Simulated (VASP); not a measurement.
# AlRu (P4/mmm) in VASP: notebook, part 2 of 2

VASP 6.6.1.

### Step 3. Single point, PBEsol

This run uses another cell than the first one, of the same volume but with other edges.

INCAR

```
SYSTEM = AlRu
PREC = Accurate
ENCUT = 520
EDIFF = 1E-6
ISMEAR = 0
SIGMA = 0.15
LREAL = .False.
LASPH = .True.
NELM = 80
ALGO = Fast
ISIF = 2
LWAVE = .False.
LCHARG = .False.
GGA = PS
NBANDS = 16
```

KPOINTS

```
Automatic mesh
0
Gamma
  18 18 18
  0 0 0
```

POSCAR

```
AlRu
1.0
    2.6653467779      0.0000000000      0.0000000000
    0.0000000000      2.6653467779      0.0000000000
    0.0000000000      0.0000000000      3.7688003439
Al Ru
1 1
Direct
    0.0000000000      0.0000000000      0.0000000000
    0.5000000000      0.5000000000      0.5000000000
```

Potentials or basis: VASP PAW PBE potentials, release 64 (Al, Ru_pv).

Command:

```
cat potpaw_PBE.64/Al/POTCAR potpaw_PBE.64/Ru_pv/POTCAR > POTCAR
mpirun -np 1 vasp_std > vasp.out
```

OUTCAR:

```text
SYSTEM = AlRu
   PREC = Accurate
   ENCUT = 520
   EDIFF = 1E-6
   ISMEAR = 0
   LREAL = .False.
   LASPH = .True.
   NELM = 80
   ISIF = 2
   GGA = PS

 ion  position               nearest neighbor table
   1  0.000  0.000  0.000-   2 2.67   2 2.67   2 2.67   2 2.67   2 2.67   2 2.67   2 2.67   2 2.67

   2  0.500  0.500  0.500-   1 2.67   1 2.67   1 2.67   1 2.67   1 2.67   1 2.67   1 2.67   1 2.67

  LATTYP: Found a simple tetragonal cell.
 ALAT       =     2.6653467779
 C/A-ratio  =     1.4140000000

  Lattice vectors:

 A1 = (   2.6653467779,   0.0000000000,   0.0000000000)
 A2 = (   0.0000000000,   2.6653467779,   0.0000000000)
 A3 = (   0.0000000000,   0.0000000000,   3.7688003439)

Analysis of symmetry for initial positions (statically):
=====================================================================
 Subroutine PRICEL returns:
 Original cell was already a primitive cell.

 Routine SETGRP: Setting up the symmetry group for a
 simple tetragonal supercell.

 Subroutine GETGRP returns: Found 16 space group operations
 (whereof 16 operations were pure point group operations)
 out of a pool of 16 trial point group operations.

The static configuration has the point symmetry D_4h.

Analysis of symmetry for dynamics (positions and initial velocities):
=====================================================================
 Subroutine PRICEL returns:
 Original cell was already a primitive cell.

 Routine SETGRP: Setting up the symmetry group for a
 simple tetragonal supercell.

 Subroutine GETGRP returns: Found 16 space group operations
 (whereof 16 operations were pure point group operations)
 out of a pool of 16 trial point group operations.

The dynamic configuration has the point symmetry D_4h.

 Subroutine INISYM returns: Found 16 space group operations
 (whereof 16 operations are pure point group operations),
 and found     1 'primitive' translations

----------------------------------------------------------------------------------------

                                     Primitive cell

[... 107 lines left out ...]
   IALGO  =     68    algorithm
   IMIX   =      4    mixing-type and parameters
     AMIX     =   0.40;   BMIX     =  1.00
     AMIX_MAG =   1.60;   BMIX_MAG =  1.00
  volume/ion in A,a.u.               =      13.39        90.34
  Fermi-wavevector in a.u.,A,eV,Ry     =   1.407087  2.659009 26.938090  1.979894
  Thomas-Fermi vector in A             =   2.529382
   LORBIT       =      0    0 simple, 1 ext, 2 COOP (PROOUT), +10 PAW based schemes
   GGA     = PS    functional components
   LHFCALC =     F    Hartree Fock is set to
   AEXX    =    0.0000 exact exchange contribution
   IVDW    =     0    specifies the selected vdW correction
   LEPSILON=     F    determine dielectric tensor
   LRPA    =     F    only Hartree local field effects (RPA)
 non-spin polarized calculation
 RMM-DIIS sequential band-by-band and
 Gauss-broadening in eV      SIGMA  =   0.15
  energy-cutoff  :      520.00
  volume of cell :       26.77
 maximum number of plane-waves:       740
 NGX is ok and might be reduce to    20

 number of electron      17.0000005 magnetization

 Free energy of the ion-electron system (eV)
  ---------------------------------------------------
  ext. energy  EPLUGINS =         0.00000000
  ---------------------------------------------------
  free energy    TOTEN  =       -14.83591094 eV

  energy without entropy =      -14.81032285  energy(sigma->0) =      -14.82311689

 E-fermi :  11.0401     XC(G=0): -12.6841

 val. band max:       11.0398999354   @ k =   0.2778   0.2222   0.5000
 cond. band min:      11.0423599901   @ k =   0.2778   0.0000   0.2778
 fundamental gap:      0.0024600547
 Fermi energy:        11.0401414519

 k-point     1 :       0.0000    0.0000    0.0000
  band No.  band energies     occupation
      1     -31.1400      2.00000
      2     -30.8551      2.00000
      3     -30.8551      2.00000
      4       0.7793      2.00000
      5       6.6157      2.00000
      6       6.8496      2.00000
[... 433 lines left out ...]
      3     -30.8867      2.00000
      4       3.3704      2.00000
      5       7.5067      2.00000
      6       7.8230      2.00000
[... 8 lines left out ...]
     15      22.9369      0.00000
     16      25.3005      0.00000

 [... further k-points ...]
[... 5 lines left out ...]
  --------------------------------------------------------------------------------------
  -------------------------------------------------------------------------------------
  Total        2.1035088      2.1035088     -1.6267493      0.0000000      0.0000000      0.0000000
  in kB      125.8764095    125.8764095    -97.3465649      0.0000000      0.0000000      0.0000000
  external PRESSURE =      51.4687514 kB  Pullay stress =       0.0000000 kB

 VOLUME and BASIS-vectors are now :
 -----------------------------------------------------------------------------
  energy-cutoff  :      520.00
  volume of cell :       26.77
      direct lattice vectors                 reciprocal lattice vectors
     2.665346778  0.000000000  0.000000000     0.375185701  0.000000000  0.000000000
     0.000000000  2.665346778  0.000000000     0.000000000  0.375185701  0.000000000
     0.000000000  0.000000000  3.768800344     0.000000000  0.000000000  0.265336422

 POSITION                                       TOTAL-FORCE (eV/Angst)
 -----------------------------------------------------------------------------------
      0.00000      0.00000      0.00000         0.000000      0.000000      0.000000
      1.33267      1.33267      1.88440         0.000000      0.000000      0.000000
 -----------------------------------------------------------------------------------
    total drift:                               -0.000000      0.000000      0.000000

  FREE ENERGIE OF THE ION-ELECTRON SYSTEM (eV)
  ---------------------------------------------------
  free  energy   TOTEN  =       -14.8359109387 eV

  energy  without entropy=      -14.8103228502  energy(sigma->0) =      -14.82311689
```

OSZICAR:

```text
N       E                     dE             d eps       ncg     rms          rms(c)
DAV:   1     0.115219669747E+03    0.11522E+03   -0.91322E+03 17984   0.986E+02
DAV:   2    -0.137543990177E+02   -0.12897E+03   -0.12289E+03 20632   0.291E+02
DAV:   3    -0.156124704598E+02   -0.18581E+01   -0.18512E+01 22760   0.368E+01
DAV:   4    -0.156263087024E+02   -0.13838E-01   -0.13820E-01 21872   0.331E+00
DAV:   5    -0.156265064087E+02   -0.19771E-03   -0.19742E-03 21856   0.373E-01    0.139E+01
RMM:   6    -0.150058723666E+02    0.62063E+00   -0.22517E+00 18100   0.118E+01    0.298E+00
RMM:   7    -0.148634897915E+02    0.14238E+00   -0.19844E-01 18302   0.347E+00    0.272E+00
RMM:   8    -0.148369590880E+02    0.26531E-01   -0.40379E-02 19218   0.158E+00    0.316E-01
RMM:   9    -0.148359884532E+02    0.97063E-03   -0.25280E-03 20710   0.412E-01    0.110E-01
RMM:  10    -0.148359111674E+02    0.77286E-04   -0.38216E-04 21282   0.171E-01    0.655E-02
RMM:  11    -0.148359122137E+02   -0.10463E-05   -0.77868E-05 21496   0.737E-02    0.300E-02
RMM:  12    -0.148359128420E+02   -0.62830E-06   -0.29462E-05 20898   0.478E-02    0.172E-02
RMM:  13    -0.148359108057E+02    0.20363E-05   -0.87216E-06 20624   0.262E-02    0.195E-03
RMM:  14    -0.148359109387E+02   -0.13308E-06   -0.17259E-06 16136   0.108E-02
   1 F= -.14835911E+02 E0= -.14823117E+02  d E =-.255881E-01
```

stdout:

```text
POSCAR found type information on POSCAR AlRu
 POSCAR found :  2 types and       2 ions
 scaLAPACK will be used
 -----------------------------------------------------------------------------
|                                                                             |
|                                                                             |
|     You enforced a specific xc type in the INCAR file but a different       |
|     I HOPE YOU KNOW WHAT YOU ARE DOING!                                     |
|                                                                             |
 -----------------------------------------------------------------------------

 LDA part: xc-table for (Slater+PW92), standard interpolation
 POSCAR, INCAR and KPOINTS ok, starting setup
 FFT: planning ... GRIDC
 FFT: planning ... GRID_SOFT
 FFT: planning ... GRID
 WAVECAR not read
 entering main loop
WARNING in EDDRMM: call to ZHEGV failed, returncode =   8  4     16
```

It took 88 s on 1 thread of Intel Xeon 6975P-C (Granite Rapids), shared host; peak memory 0.32 GiB.

Results:

| Property | Result |
| --- | --- |
| Free energy | -14.8359 eV |
| Pressure | 5.1 GPa |

Caveat: the PAW data sets were made with another functional, which shifts forces and pressure a little.

### Step 4. Single point, PBEsol

This run uses another cell than the first one, of the same volume but with other edges.

INCAR

```
PREC = Accurate ; ENCUT = 520
EDIFF = 1E-6 ; ISMEAR = 0
SIGMA = 0.15 ; LREAL = F
LASPH = T ; NELM = 100
ALGO = Fast ; ISIF = 2
LWAVE = F ; LCHARG = F
GGA = PS ; NBANDS = 16
```

KPOINTS

```
Automatic mesh
0
Gamma
  18 18 18
```

POSCAR

```
AlRu
1.0
    3.1581339715      0.0000000000      0.0000000000
    0.0000000000      3.1581339715      0.0000000000
    0.0000000000      0.0000000000      2.6844138758
Al Ru
1 1
Direct
    0.0000000000      0.0000000000      0.0000000000
    0.5000000000      0.5000000000      0.5000000000
```

Command:

```
cat potpaw_PBE.64/Al/POTCAR potpaw_PBE.64/Ru_pv/POTCAR > POTCAR
mpirun -np 1 vasp_std > vasp.out
```

It took 64 s on 1 thread of Intel Xeon 6975P-C (Granite Rapids), shared host; peak memory 0.32 GiB.

The run converged. Its results:

- Free energy: -15.2289 eV
- Pressure: 0.5 GPa

Stress tensor (GPa, compression positive):
```
-11.37   0.00   0.00
  0.00 -11.37   0.00
  0.00   0.00  24.25
```

Levels at points of the mesh, in eV from the Fermi level:
| k point | band 5 | band 6 | band 7 | band 8 | band 9 | band 10 | band 11 | band 12 | band 13 | band 14 |
| --- | --- | --- | --- | --- | --- | --- | --- | --- | --- | --- |
| (0.00, 0.00, 0.00) | -3.97 | -3.90 | -0.75 | 0.50 | 0.50 | 4.20 | 4.20 | 9.46 | 9.55 | 10.88 |
| (0.50, 0.00, 0.00) | -6.23 | -3.42 | -2.47 | -0.47 | 0.65 | 1.12 | 6.84 | 9.32 | 11.16 | 11.79 |
| (0.50, 0.50, 0.00) | -3.84 | -2.23 | -2.23 | -0.27 | -0.27 | 0.61 | 3.46 | 5.07 | 11.74 | 13.36 |
| (0.00, 0.00, 0.50) | -4.43 | -2.56 | -2.56 | -2.55 | -0.18 | 3.85 | 7.26 | 9.46 | 9.46 | 12.15 |
| (0.50, 0.00, 0.50) | -3.02 | -2.21 | -1.83 | -1.56 | -0.62 | 1.33 | 6.15 | 6.36 | 9.36 | 11.74 |
| (0.50, 0.50, 0.50) | -4.95 | -4.63 | 0.88 | 1.90 | 2.48 | 3.61 | 3.61 | 4.70 | 6.74 | 8.82 |

Caveat: the PAW data sets were made with another functional, which shifts forces and pressure a little.

### Step 5. Single point, PBEsol

This run uses another cell than the first one, of the same volume but with other edges.

INCAR

```
PREC     = Accurate       # precision mode
ENCUT    = 520            # plane-wave cutoff, eV
EDIFF    = 1E-6           # SCF threshold, eV
ISMEAR   = 0              # smearing method
SIGMA    = 0.15           # smearing width, eV
LREAL    = F              # projectors in reciprocal space
LASPH    = T              # aspherical terms in the spheres
NELM     = 60             # most SCF steps
ALGO     = Fast           # electronic algorithm
ISIF     = 2              # what is computed and relaxed
LWAVE    = F              # write WAVECAR
LCHARG   = F              # write CHGCAR
GGA      = PS             # functional
NBANDS   = 16             # bands
```

KPOINTS

```
regular mesh
0
Gamma
  18 18 18
```

POSCAR

```
AlRu
1.0
    2.8152033840      0.0000000000      0.0000000000
    0.0000000000      2.8152033840      0.0000000000
    0.0000000000      0.0000000000      3.3782440608
Al Ru
1 1
Direct
    0.0000000000      0.0000000000      0.0000000000
    0.5000000000      0.5000000000      0.5000000000
```

Command:

```
cat potpaw_PBE.64/Al/POTCAR potpaw_PBE.64/Ru_pv/POTCAR > POTCAR
mpirun -np 1 vasp_std > vasp.out
```

It took 80 s on 1 thread of Intel Xeon 6975P-C (Granite Rapids), shared host; peak memory 0.33 GiB.

Results (log left out):

```
Free energy : -15.2379 eV
Pressure    : -0.1 GPa
```

Stress tensor (GPa, compression positive):
```
  8.60   0.00   0.00
  0.00   8.60   0.00
  0.00   0.00 -17.46
```

Levels at points of the mesh, in eV from the Fermi level:
```csv
k point,band 7,band 8,band 9,band 10,band 11,band 12
"(0.00, 0.00, 0.00)",-0.11,-0.11,0.85,2.61,7.81,7.81
"(0.50, 0.00, 0.00)",-2.87,-1.09,0.27,3.16,6.83,8.03
"(0.50, 0.50, 0.00)",-2.26,-0.87,-0.87,2.26,6.57,6.58
"(0.00, 0.00, 0.50)",-0.98,-0.98,0.08,0.93,7.63,11.97
"(0.50, 0.00, 0.50)",-1.20,-0.95,-0.47,0.51,5.11,5.38
"(0.50, 0.50, 0.50)",0.76,2.29,2.58,3.30,4.41,4.41
```

Caveat: the PAW data sets were made with another functional, which shifts forces and pressure a little.

### Step 6. Overview

```tsv
cell	further INCAR settings	gap on the mesh (eV)	pressure (GPa)
a = 3.358, b = 3.358, c = 2.374 Å, 2 atoms	ALGO = Fast; EDIFF = 1e-07; NBANDS = 16	none	17.3
a = 2.665, b = 2.665, c = 3.769 Å, 2 atoms	ALGO = Fast; EDIFF = 1e-06; NBANDS = 16	none	5.1
a = 3.158, b = 3.158, c = 2.684 Å, 2 atoms	ALGO = Fast; EDIFF = 1e-06; NBANDS = 16	none	0.5
a = 2.815, b = 2.815, c = 3.378 Å, 2 atoms	ALGO = Fast; EDIFF = 1e-06; NBANDS = 16	none	-0.1
```

Alike in all rows: task single point; level PBEsol; potentials or basis VASP PAW PBE potentials, release 64 (Al, Ru_pv); no spin polarisation; k mesh 18 × 18 × 18; cutoff (eV) 520; smearing gaussian 0.15 eV.

Caveats: the PAW data sets were made with another functional, which shifts forces and pressure a little.

Absolute energies hang on the potentials; compare differences alone.
